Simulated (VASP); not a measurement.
Crystal: TiAl5.

```xyz
6
Lattice="-2.7724 2.7724 3.1560 2.7724 -2.7724 3.1560 2.7724 2.7724 -3.1560" Properties=species:S:1:pos:R:3 pbc="T T T"
Ti    0.0000    0.0000    3.1560
Al    1.3862    1.3862    1.5780
Al    1.3862    1.3862   -1.5780
Al   -1.3862    1.3862    1.5780
Al    1.3862   -1.3862    1.5780
Al    0.0000    0.0000    0.0000
```

```yaml
Program: VASP 6.6.1
Task: relaxation of cell and atoms
Functional: PBE
Potentials_or_basis: VASP PAW PBE potentials, release 64 (Ti_sv, Al)
Cutoff: 600 eV
k_mesh: 4 × 4 × 4
Occupations: gaussian, width 0.1 eV
Spin: no spin polarisation
```

At the start: pressure 20.2 GPa; volume 16.17 Å³/atom.

Question: How do energy, volume and symmetry change on relaxing?

Answer: Over 10 steps the energy falls by 462.8 meV/atom and the volume is 19.79 Å³/atom (+22.4 %); space group I4/mmm (No. 139, to 0.05 Å).

Step by step:
```tsv
step	energy change (eV)	largest force (eV/Å)	pressure (GPa)	volume (Å³)
1	0.0000	0.0000	20.17	97.03
2	-1.2322	0.0000	-4.97	128.38
3	-1.3328	0.0000	-1.24	120.01
4	-1.7858	0.0000	-1.79	119.68
5	-2.5899	0.0000	-0.85	118.33
6	-1.4299	0.0000	11.24	112.39
7	-2.7473	0.0000	0.28	117.44
8	-2.7698	0.0000	1.18	116.85
9	-2.7712	0.0000	-0.96	120.52
10	-2.7768	0.0000	0.01	118.76
```

Final structure:
```
CELL_PARAMETERS angstrom
-3.28191 3.28191 2.75655
3.28191 -3.28191 2.75655
3.28191 3.28191 -2.75655
ATOMIC_POSITIONS crystal
Ti 0.50000 0.50000 0.00000
Al 0.50000 0.50000 0.50000
Al 0.00000 0.00000 0.50000
Al 0.50000 0.00000 0.00000
Al 0.00000 0.50000 0.00000
Al 0.00000 0.00000 0.00000
```

Caveat: the k points lie up to 0.37 Å⁻¹ apart in the final cell; the volume moved by over 15 % at a fixed basis, so the end points are rough.
